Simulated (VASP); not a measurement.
# TaN (P-62m) in VASP: a series of runs

The runs below take TaN through electric field gradients, with PBEsol.

Program: VASP 6.6.1. These are calculated values, not measurements. Logs are shortened: lines on timing, memory, paths and dates and some standing lists are left out, and cuts for length are marked.

## 1. The cell of the first run

It takes space group P-62m (No. 189, hexagonal). The conventional cell has a = 5.126 Å, b = 5.126 Å, c = 2.872 Å, α = 90.00°, β = 90.00°, γ = 120.00°. Ta (site symmetry -6) has 6 N at 2.13 Å and 5 Ta at 2.87 to 2.96 Å within 3.0 Å. Ta (site symmetry -62m) has 3 N at 2.01 Å within 2.7 Å. N (site symmetry m2m) has 5 Ta at 2.01 to 2.13 Å and 6 N at 2.73 to 2.87 Å within 2.9 Å.

## 2. Electric field gradients, PBEsol (10.89 Å³/atom)

File INCAR:

```
PREC = Accurate
ENCUT = 520
EDIFF = 1E-8
ISMEAR = -1
SIGMA = 0.01
LREAL = False
LASPH = True
NELM = 100
ALGO = Normal
ISIF = 2
LWAVE = False
LCHARG = False
GGA = PS
LEFG = True
NBANDS = 33
```

File KPOINTS:

```
Automatic mesh
0
Gamma
  6 6 9
```

File POSCAR:

```
TaN
1.0
    5.1257760305      0.0000000000      0.0000000000
   -2.5628880152      4.4390522565      0.0000000000
    0.0000000000      0.0000000000      2.8716573394
Ta N
3 3
Direct
    0.3333333333      0.6666666667      0.5000000000
    0.6666666667      0.3333333333      0.5000000000
    0.0000000000      0.0000000000      0.0000000000
    0.3928500000      0.0000000000      0.0000000000
    0.6071500000      0.6071500000      0.0000000000
    0.0000000000      0.3928500000      0.0000000000
```

Potentials or basis: VASP PAW PBE potentials, release 64 (Ta_pv, N).

The run is started by

```bash
$ cat potpaw_PBE.64/Ta_pv/POTCAR potpaw_PBE.64/N/POTCAR > POTCAR
$ mpirun -np 1 vasp_std > vasp.out
```

OUTCAR:

```text
PREC = Accurate
   ENCUT = 520
   EDIFF = 1E-8
   ISMEAR = -1
   LREAL = False
   LASPH = True
   NELM = 100
   ISIF = 2
   GGA = PS

 ion  position               nearest neighbor table
   1  0.333  0.667  0.500-   4 2.13   4 2.13   6 2.13   6 2.13   5 2.13   5 2.13   2 2.96   2 2.96
                             2 2.96   3 3.29   3 3.29   3 3.29   3 3.29   3 3.29   3 3.29
   2  0.667  0.333  0.500-   6 2.13   6 2.13   4 2.13   4 2.13   5 2.13   5 2.13   1 2.96   1 2.96
                             1 2.96   3 3.29   3 3.29   3 3.29   3 3.29   3 3.29   3 3.29
   3  0.000  0.000  0.000-   6 2.01   4 2.01   5 2.01   2 3.29   1 3.29   1 3.29   2 3.29   1 3.29
                             1 3.29   2 3.29   2 3.29   2 3.29   2 3.29   1 3.29   1 3.29
   4  0.393  0.000  0.000-   3 2.01   1 2.13   1 2.13   2 2.13   2 2.13
   5  0.607  0.607  0.000-   3 2.01   2 2.13   2 2.13   1 2.13   1 2.13
   6  0.000  0.393  0.000-   3 2.01   2 2.13   2 2.13   1 2.13   1 2.13

  LATTYP: Found a hexagonal cell.
 ALAT       =     5.1257760305
 C/A-ratio  =     0.5602385516

  Lattice vectors:

 A1 = (   5.1257760305,   0.0000000000,   0.0000000000)
 A2 = (  -2.5628880152,   4.4390522565,   0.0000000000)
 A3 = (   0.0000000000,   0.0000000000,   2.8716573394)

Analysis of symmetry for initial positions (statically):
=====================================================================
 Subroutine PRICEL returns:
 Original cell was already a primitive cell.

 Routine SETGRP: Setting up the symmetry group for a
 hexagonal supercell.

 Subroutine GETGRP returns: Found 12 space group operations
 (whereof 12 operations were pure point group operations)
 out of a pool of 24 trial point group operations.

The static configuration has the point symmetry D_3h.

Analysis of symmetry for dynamics (positions and initial velocities):
=====================================================================
 Subroutine PRICEL returns:
 Original cell was already a primitive cell.

 Routine SETGRP: Setting up the symmetry group for a
 hexagonal supercell.

 Subroutine GETGRP returns: Found 12 space group operations
 (whereof 12 operations were pure point group operations)
 out of a pool of 24 trial point group operations.

The dynamic configuration has the point symmetry D_3h.

 Subroutine INISYM returns: Found 12 space group operations
 (whereof 12 operations are pure point group operations),
 and found     1 'primitive' translations

----------------------------------------------------------------------------------------

                                     Primitive cell

  volume of cell :      65.3405

  direct lattice vectors                    reciprocal lattice vectors
     5.125776030  0.000000000  0.000000000     0.195092410  0.112636656  0.000000000
    -2.562888015  4.439052257  0.000000000     0.000000000  0.225273311  0.000000000
     0.000000000  0.000000000  2.871657339     0.000000000  0.000000000  0.348230963

  length of vectors
     5.125776030  5.125776030  2.871657339     0.225273311  0.225273311  0.348230963

  position of ions in fractional coordinates (direct lattice)
     0.333333333  0.666666667  0.500000000
     0.666666667  0.333333333  0.500000000
     0.000000000  0.000000000  0.000000000
     0.392850000  0.000000000  0.000000000
     0.607150000  0.607150000  0.000000000
     0.000000000  0.392850000  0.000000000

  ion indices of the primitive-cell ions
   primitive index   ion index
                 1           1
                 2           2
                 3           3
                 4           4
                 5           5
                 6           6

----------------------------------------------------------------------------------------

 KPOINTS: Automatic mesh

Automatic generation of k-mesh.
 Grid dimensions read from file:
 generate k-points for:    6    6    9

 Generating k-lattice:

[... 57 lines left out ...]
   LSORBIT =      F    spin-orbit coupling
   LASPH  =      T    aspherical Exc in radial PAW
   ENCUT  =  520.0 eV  38.22 Ry    6.18 a.u.   9.53  9.53  5.34*2*pi/ulx,y,z
   NELM   =    100;   NELMIN=  2; NELMDL= -5     # of ELM steps
   EDIFF  = 0.1E-07   stopping-criterion for ELM
   LREAL  =      F    real-space projection
   EDIFFG = 0.1E-06   stopping-criterion for IOM
   NSW    =      0    number of steps for IOM
   IBRION =     -1    ionic relax: 0-MD 1-quasi-New 2-CG
   NFREE  =      0    steps in history (QN), initial steepest desc. (CG)
   ISIF   =      2    stress and relaxation
   ISYM   =      2    0-nonsym 1-usesym 2-fastsym
   POTIM  = 0.5000    time-step for ionic-motion
   TEBEG  =    0.0;   TEEND  =   0.0 temperature during run
   PSTRESS=    0.0 pullay stress
   NELECT =      48.0000    total number of electrons
   NUPDOWN=      -1.0000    fix difference up-down
   EMIN   =  10.00;   EMAX   =-10.00  energy-range for DOS
   EFERMI =   0.00;   METHOD = LEGACY
   ISMEAR =    -1;   SIGMA  =   0.01  broadening in eV -4-tet -1-fermi 0-gaus
   EFERMI_NEDOS =   21; number of points for ismear=-14 and -15
   IALGO  =     38    algorithm
   IMIX   =      4    mixing-type and parameters
     AMIX     =   0.40;   BMIX     =  1.00
     AMIX_MAG =   1.60;   BMIX_MAG =  1.00
  volume/ion in A,a.u.               =      10.89        73.49
  Fermi-wavevector in a.u.,A,eV,Ry     =   1.477161  2.791429 29.687963  2.182004
  Thomas-Fermi vector in A             =   2.591599
   LORBIT       =      0    0 simple, 1 ext, 2 COOP (PROOUT), +10 PAW based schemes
   GGA     = PS    functional components
   LHFCALC =     F    Hartree Fock is set to
   AEXX    =    0.0000 exact exchange contribution
   IVDW    =     0    specifies the selected vdW correction
   LEPSILON=     F    determine dielectric tensor
   LRPA    =     F    only Hartree local field effects (RPA)
 non-spin polarized calculation
  energy-cutoff  :      520.00
  volume of cell :       65.34
 maximum number of plane-waves:      1786
 NGX is ok and might be reduce to    40
   NGX = 19   NGY = 19   NGZ = 11

 number of electron      47.9999997 magnetization

 Free energy of the ion-electron system (eV)
  ---------------------------------------------------
  ext. energy  EPLUGINS =         0.00000000
  ---------------------------------------------------
  free energy    TOTEN  =       -71.36197931 eV

  energy without entropy =      -71.36098678  energy(sigma->0) =      -71.36148305

 E-fermi :   8.6151     XC(G=0): -13.3811

 val. band max:        8.6064407489   @ k =   0.1667   0.0000   0.3333
 cond. band min:       8.6181639281   @ k =   0.0000   0.0000   0.2222
 fundamental gap:      0.0117231792
 Fermi energy:         8.6150820805

 k-point     1 :       0.0000    0.0000    0.0000
  band No.  band energies     occupation
      1     -27.5559      2.00000
      2     -27.5559      2.00000
      3     -27.1627      2.00000
      4     -27.1627      2.00000
      5     -26.9490      2.00000
      6     -26.8209      2.00000
[... 853 lines left out ...]
     32      12.5660      0.00000
     33      13.9802      0.00000

 [... further k-points ...]

------------------------ aborting loop because EDIFF is reached ----------------------------------------

  FORCE on cell =-STRESS in cart. coord.  units (eV):
  Direction    XX          YY          ZZ          XY          YZ          ZX
  --------------------------------------------------------------------------------------
  -------------------------------------------------------------------------------------
  Total        4.7728257      4.7728257      4.5017892      0.0000000      0.0000000      0.0000000
  in kB      117.0317396    117.0317396    110.3858077      0.0000000      0.0000000      0.0000000
  external PRESSURE =     114.8164290 kB  Pullay stress =       0.0000000 kB

 VOLUME and BASIS-vectors are now :
 -----------------------------------------------------------------------------
  energy-cutoff  :      520.00
  volume of cell :       65.34
      direct lattice vectors                 reciprocal lattice vectors
     5.125776030  0.000000000  0.000000000     0.195092410  0.112636656  0.000000000
    -2.562888015  4.439052257  0.000000000     0.000000000  0.225273311  0.000000000
     0.000000000  0.000000000  2.871657339     0.000000000  0.000000000  0.348230963

 POSITION                                       TOTAL-FORCE (eV/Angst)
 -----------------------------------------------------------------------------------
     -0.00000      2.95937      1.43583         0.000000      0.000000     -0.000000
      2.56289      1.47968      1.43583         0.000000     -0.000000     -0.000000
      0.00000      0.00000      0.00000         0.000000     -0.000000     -0.000000
      2.01366      0.00000      0.00000         0.216838     -0.000000      0.000000
      1.55606      2.69517      0.00000        -0.108419     -0.187787      0.000000
     -1.00683      1.74388      0.00000        -0.108419      0.187787     -0.000000
 -----------------------------------------------------------------------------------
    total drift:                               -0.000001     -0.000002      0.000000

  FREE ENERGIE OF THE ION-ELECTRON SYSTEM (eV)
  ---------------------------------------------------
  free  energy   TOTEN  =       -71.3619793143 eV

  energy  without entropy=      -71.3609867807  energy(sigma->0) =      -71.36148305

 Electric field gradients (V/A^2)
---------------------------------------------------------------------
 ion       V_xx      V_yy      V_zz      V_xy      V_xz      V_yz
---------------------------------------------------------------------
   1     107.313   107.314  -214.627     0.000     0.000     0.000
   2     107.313   107.314  -214.627     0.000     0.000    -0.000
   3     -98.829   -98.830   197.660    -0.001     0.000    -0.000
   4     -14.015     4.567     9.448    -0.000    -0.000     0.000
   5      -0.078    -9.370     9.449    -8.047     0.000    -0.000
   6      -0.078    -9.370     9.448     8.046    -0.000    -0.000
---------------------------------------------------------------------

 Electric field gradients after diagonalization (V/A^2)
 (convention: |V_zz| > |V_xx| > |V_yy|)
----------------------------------------------------------------------
 ion       V_xx      V_yy      V_zz     asymmetry (V_yy - V_xx)/ V_zz
----------------------------------------------------------------------
   1     107.314   107.313  -214.627       0.000
   2     107.314   107.313  -214.627       0.000
   3     -98.831   -98.829   197.660       0.000
   4       9.448     4.567   -14.015       0.348
   5       9.449     4.568   -14.016       0.348
   6       9.448     4.567   -14.015       0.348
----------------------------------------------------------------------

           NMR quadrupolar parameters

 Cq : quadrupolar parameter    Cq=e*Q*V_zz/h
 eta: asymmetry parameters     (V_yy - V_xx)/ V_zz
 Q  : nuclear electric quadrupole moment in mb (millibarn)
----------------------------------------------------------------------
 ion       Cq(MHz)       eta       Q (mb)
----------------------------------------------------------------------
   1      -0.519       0.000       1.000
   2      -0.519       0.000       1.000
   3       0.478       0.000       1.000
   4      -0.034       0.348       1.000
   5      -0.034       0.348       1.000
   6      -0.034       0.348       1.000
----------------------------------------------------------------------
```

Run time: 54 s. Hardware: 1 thread of Intel Xeon 6975P-C (Granite Rapids), shared host; peak memory 0.21 GiB.

What came out:

* Free energy: -71.3620 eV
* Pressure: 11.5 GPa
* Largest force: 0.217 eV/Å
* Band gap on the k mesh: zero (bands 24 and 25 overlap by 3.23 eV)
* Largest electric field gradient by atom: Ta -214.6, +197.7 (each value once); N -14.0 V/Å²

Forces on the atoms (eV/Å):
```
Ta   0.000  0.000  0.000
Ta   0.000  0.000  0.000
Ta   0.000  0.000  0.000
N    0.217  0.000  0.000
N   -0.108 -0.188  0.000
N   -0.108  0.188  0.000
```

Stress tensor (GPa, compression positive):
```
11.70  0.00  0.00
 0.00 11.70  0.00
 0.00  0.00 11.04
```

Electric field gradients, principal values (V/Å²):
| atom | least | middle | greatest (by size) |
| --- | --- | --- | --- |
| 1 Ta | 107.313 | 107.314 | -214.627 |
| 2 Ta | 107.313 | 107.314 | -214.627 |
| 3 Ta | -98.829 | -98.831 | 197.660 |
| 4 N | 4.567 | 9.448 | -14.015 |
| 5 N | 4.568 | 9.449 | -14.016 |
| 6 N | 4.567 | 9.448 | -14.015 |

Caveat: the cell stands under pressure; without QUAD_EFG the Cq values of the log hold for a quadrupole moment of 1 mb, not for the nuclei; the PAW data sets were made with another functional, which shifts forces and pressure a little; spin-orbit coupling is left out, which moves the levels of the heavy elements.

[end of part 1 of 3]
